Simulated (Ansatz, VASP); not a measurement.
## GaN in VASP and in Ansatz

```
Ga N
1.0
     0.00000    2.20667    2.24895
     2.20667    0.00000    2.24895
     2.20667    2.20667    0.00000
Ga N
1 1
Direct
  0.00000 0.00000 0.00000
  0.75000 0.75000 0.75000
```

Change from the starting cell: biaxial_xy strain -1.9%.

Alike in both runs: task single point; functional PBE; k mesh 10 × 10 × 10; occupations fermi-dirac, width 0.02 eV; no spin polarisation.

```csv
,VASP,Ansatz
version,VASP 6.6.1,Ansatz 0.2.0
potentials or method,"VASP PAW PBE potentials, release 64 (Ga_d, N)","plane waves, PAW"
plane-wave cutoff (eV),520,420
valence electrons in the cell,18,18
```

|  | VASP | Ansatz | Ansatz less VASP |
| --- | --- | --- | --- |
| gap on the k mesh at the Fermi level (eV) | 1.98 | 1.97 | -0.012 |
| pressure (GPa) | 14.3 | 14.4 | +0.04 |
| traceless stress, the component that is largest in VASP (GPa) | -1.54 | -1.54 | +0.008 |
